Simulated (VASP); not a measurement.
# Au (P6_3/mmc) in VASP: single point with r2SCAN

Aim: the single point of Au with r2SCAN.

Program: VASP 6.6.1. These are calculated values, not measurements. Logs are shortened: lines on timing, memory, paths and dates and some standing lists are left out, and cuts for length are marked.

### 1 The cell of the first run

The structure is hexagonal, space group P6_3/mmc (No. 194). The conventional cell has a = 2.900 Å, b = 2.900 Å, c = 4.880 Å, α = 90.00°, β = 90.00°, γ = 120.00°. Within 3.8 Å of Au (site symmetry -6m2) lie 12 Au at 2.90 to 2.96 Å.

### 2 Single point, r2SCAN

The input, POSCAR:

```
Au
1.0
    2.8999984104      0.0000000000      0.0000000000
   -1.4499992052      2.5114722944      0.0000000000
    0.0000000000      0.0000000000      4.8800000000
Au
2
Direct
    0.3333333333      0.6666666667      0.7500000000
    0.6666666667      0.3333333333      0.2500000000
```

The input, INCAR.step1:

```
SYSTEM = Au
PREC     = Accurate       ! precision mode
ENCUT    = 520            ! plane-wave cutoff, eV
ISMEAR   = 0              ! smearing method
SIGMA    = 0.15           ! smearing width, eV
LREAL    = .False.        ! projectors in reciprocal space
LASPH    = .True.         ! aspherical terms in the spheres
NELM     = 60             ! most SCF steps
NBANDS   = 18             ! bands
GGA      = PE             ! functional
ALGO     = Normal         ! electronic algorithm
EDIFF    = 1E-4           ! SCF threshold, eV
LWAVE    = .True.         ! write WAVECAR
LCHARG   = .False.        ! write CHGCAR
```

The input, INCAR.step2:

```
SYSTEM = Au
PREC     = Accurate       ! precision mode
ENCUT    = 520            ! plane-wave cutoff, eV
EDIFF    = 1E-6           ! SCF threshold, eV
ISMEAR   = 0              ! smearing method
SIGMA    = 0.15           ! smearing width, eV
LREAL    = .False.        ! projectors in reciprocal space
LASPH    = .True.         ! aspherical terms in the spheres
NELM     = 60             ! most SCF steps
ALGO     = Normal         ! electronic algorithm
ISIF     = 2              ! what is computed and relaxed
LWAVE    = .False.        ! write WAVECAR
LCHARG   = .False.        ! write CHGCAR
METAGGA  = R2SCAN         ! meta-GGA
LMIXTAU  = .True.       
NBANDS   = 18             ! bands
ISTART   = 1
```

The input, KPOINTS:

```
Automatic mesh
0
Gamma
  24 24 12
  0 0 0
```

Potentials or basis: VASP PAW PBE potentials, release 64 (Au).

Command:

```console
$ cat potpaw_PBE.64/Au/POTCAR > POTCAR
$ cp INCAR.step1 INCAR
$ mpirun -np 1 vasp_std > vasp.out
$ cp INCAR.step2 INCAR
$ mpirun -np 1 vasp_std > vasp.out
```

OUTCAR:

```text
SYSTEM = Au
   PREC = Accurate
   ENCUT = 520
   EDIFF = 1E-6
   ISMEAR = 0
   LREAL = .False.
   LASPH = .True.
   NELM = 60
   ISIF = 2
   METAGGA = R2SCAN
   ISTART = 1

 ion  position               nearest neighbor table
   1  0.333  0.667  0.750-   2 2.96   2 2.96   2 2.96   2 2.96   2 2.96   2 2.96
   2  0.667  0.333  0.250-   1 2.96   1 2.96   1 2.96   1 2.96   1 2.96   1 2.96

  LATTYP: Found a hexagonal cell.
 ALAT       =     2.8999984104
 C/A-ratio  =     1.6827595431

  Lattice vectors:

 A1 = (   2.8999984104,   0.0000000000,   0.0000000000)
 A2 = (  -1.4499992052,   2.5114722944,   0.0000000000)
 A3 = (   0.0000000000,   0.0000000000,   4.8800000000)

Analysis of symmetry for initial positions (statically):
=====================================================================
 Subroutine PRICEL returns:
 Original cell was already a primitive cell.

 Routine SETGRP: Setting up the symmetry group for a
 hexagonal supercell.

 Subroutine GETGRP returns: Found 24 space group operations
 (whereof 12 operations were pure point group operations)
 out of a pool of 24 trial point group operations.

The static configuration has the point symmetry D_3d.
 The point group associated with its full space group is D_6h.

Analysis of symmetry for dynamics (positions and initial velocities):
=====================================================================
 Subroutine PRICEL returns:
 Original cell was already a primitive cell.

 Routine SETGRP: Setting up the symmetry group for a
 hexagonal supercell.

 Subroutine GETGRP returns: Found 24 space group operations
 (whereof 12 operations were pure point group operations)
 out of a pool of 24 trial point group operations.

The dynamic configuration has the point symmetry D_3d.
 The point group associated with its full space group is D_6h.

 Subroutine INISYM returns: Found 24 space group operations
 (whereof 12 operations are pure point group operations),
 and found     1 'primitive' translations

----------------------------------------------------------------------------------------

                                     Primitive cell

  volume of cell :      35.5423

  direct lattice vectors                    reciprocal lattice vectors
     2.899998410  0.000000000  0.000000000     0.344827775  0.199086409  0.000000000
    -1.449999205  2.511472294  0.000000000     0.000000000  0.398172818  0.000000000
     0.000000000  0.000000000  4.880000000     0.000000000  0.000000000  0.204918033

  length of vectors
[... 81 lines left out ...]
   NELM   =     60;   NELMIN=  2; NELMDL=  0     # of ELM steps
   EDIFF  = 0.1E-05   stopping-criterion for ELM
   LREAL  =      F    real-space projection
   EDIFFG = 0.1E-04   stopping-criterion for IOM
   NSW    =      0    number of steps for IOM
   IBRION =     -1    ionic relax: 0-MD 1-quasi-New 2-CG
   NFREE  =      0    steps in history (QN), initial steepest desc. (CG)
   ISIF   =      2    stress and relaxation
   ISYM   =      2    0-nonsym 1-usesym 2-fastsym
   POTIM  = 0.5000    time-step for ionic-motion
   TEBEG  =    0.0;   TEEND  =   0.0 temperature during run
   PSTRESS=    0.0 pullay stress
   NELECT =      22.0000    total number of electrons
   NUPDOWN=      -1.0000    fix difference up-down
   EMIN   =  10.00;   EMAX   =-10.00  energy-range for DOS
   EFERMI =   0.00;   METHOD = LEGACY
   ISMEAR =     0;   SIGMA  =   0.15  broadening in eV -4-tet -1-fermi 0-gaus
   EFERMI_NEDOS =   21; number of points for ismear=-14 and -15
   IALGO  =     38    algorithm
   IMIX   =      4    mixing-type and parameters
     AMIX     =   0.40;   BMIX     =  1.00
     AMIX_MAG =   1.60;   BMIX_MAG =  1.00
  volume/ion in A,a.u.               =      17.77       119.93
  Fermi-wavevector in a.u.,A,eV,Ry     =   1.395191  2.636529 26.484537  1.946559
  Thomas-Fermi vector in A             =   2.518667
   LORBIT       =      0    0 simple, 1 ext, 2 COOP (PROOUT), +10 PAW based schemes
   METAGGA = R2SCAN    functional components
   LHFCALC =     F    Hartree Fock is set to
   AEXX    =    0.0000 exact exchange contribution
   IVDW    =     0    specifies the selected vdW correction
   LEPSILON=     F    determine dielectric tensor
   LRPA    =     F    only Hartree local field effects (RPA)
 non-spin polarized calculation
 Gauss-broadening in eV      SIGMA  =   0.15
  energy-cutoff  :      520.00
  volume of cell :       35.54
 maximum number of plane-waves:       984
 NGX is ok and might be reduce to    24
   NGX = 11   NGY = 11   NGZ = 19

 number of electron      22.0000001 magnetization

 Free energy of the ion-electron system (eV)
  ---------------------------------------------------
  ext. energy  EPLUGINS =         0.00000000
  ---------------------------------------------------
  free energy    TOTEN  =      -101.17771633 eV

  energy without entropy =     -101.16911335  energy(sigma->0) =     -101.17341484

 E-fermi :   8.6562     XC(G=0): -13.3280

 val. band max:        8.6489099643   @ k =   0.4167   0.0833   0.2500
 cond. band min:       8.6592253386   @ k =   0.1667   0.1250   0.2500
 fundamental gap:      0.0103153743
 Fermi energy:         8.6562028329

 k-point     1 :       0.0000    0.0000    0.0000
  band No.  band energies     occupation
      1      -0.9921      2.00000
      2       1.3425      2.00000
      3       3.7402      2.00000
      4       4.0224      2.00000
      5       4.0224      2.00000
      6       4.3135      2.00000
[... 481 lines left out ...]
      5       4.2126      2.00000
      6       4.4802      2.00000
[... 10 lines left out ...]
     17      20.7204      0.00000
     18      24.1829      0.00000

 [... further k-points ...]

------------------------ aborting loop because EDIFF is reached ----------------------------------------

  FORCE on cell =-STRESS in cart. coord.  units (eV):
  Direction    XX          YY          ZZ          XY          YZ          ZX
  --------------------------------------------------------------------------------------
  -------------------------------------------------------------------------------------
  Total       -0.2682373     -0.2682373     -0.3262983      0.0000000     -0.0000000      0.0000000
  in kB      -12.0916006    -12.0916006    -14.7088737      0.0000000     -0.0000000      0.0000000
  external PRESSURE =     -12.9640249 kB  Pullay stress =       0.0000000 kB

 VOLUME and BASIS-vectors are now :
 -----------------------------------------------------------------------------
  energy-cutoff  :      520.00
  volume of cell :       35.54
      direct lattice vectors                 reciprocal lattice vectors
     2.899998410  0.000000000  0.000000000     0.344827775  0.199086409  0.000000000
    -1.449999205  2.511472294  0.000000000     0.000000000  0.398172818  0.000000000
     0.000000000  0.000000000  4.880000000     0.000000000  0.000000000  0.204918033

 POSITION                                       TOTAL-FORCE (eV/Angst)
 -----------------------------------------------------------------------------------
     -0.00000      1.67431      3.66000        -0.000000     -0.000000      0.000000
      1.45000      0.83716      1.22000         0.000000      0.000000      0.000000
 -----------------------------------------------------------------------------------
    total drift:                               -0.000000      0.000000     -0.000000

  FREE ENERGIE OF THE ION-ELECTRON SYSTEM (eV)
  ---------------------------------------------------
  free  energy   TOTEN  =      -101.1777163254 eV

  energy  without entropy=     -101.1691133475  energy(sigma->0) =     -101.17341484
```

OSZICAR.step1:

```text
N       E                     dE             d eps       ncg     rms          rms(c)
DAV:   1     0.123218606300E+03    0.12322E+03   -0.11669E+04 15404   0.118E+03
DAV:   2    -0.484748939418E+01   -0.12807E+03   -0.12215E+03 16364   0.259E+02
DAV:   3    -0.694961919600E+01   -0.21021E+01   -0.20902E+01 17998   0.334E+01
DAV:   4    -0.695877682965E+01   -0.91576E-02   -0.91565E-02 16946   0.233E+00
DAV:   5    -0.695886081916E+01   -0.83990E-04   -0.83988E-04 17078   0.238E-01    0.116E+01
DAV:   6    -0.646309477343E+01    0.49577E+00   -0.95242E-01 15918   0.894E+00    0.759E+00
DAV:   7    -0.643199648800E+01    0.31098E-01   -0.90547E-02 16888   0.273E+00    0.334E+00
DAV:   8    -0.642825070455E+01    0.37458E-02   -0.69965E-03 15958   0.668E-01    0.331E-01
DAV:   9    -0.642822754992E+01    0.23155E-04   -0.29087E-05 10524   0.480E-02
   1 F= -.64282275E+01 E0= -.64234625E+01  d E =-.953003E-02
```

Run time: 15 min. Hardware: 1 thread of Oxide Virtual Turin-like, shared host; peak memory 0.31 GiB.

What came out:

```
Free energy            : -101.1777 eV
Pressure               : -1.3 GPa
Band gap on the k mesh : zero (band 11 reaches 12.92 eV, above the bottom of band 12 at 5.84 eV)
```

Caveat: the PAW data sets were made with another functional, which shifts forces and pressure a little; spin-orbit coupling is left out, which moves the levels of the heavy elements.
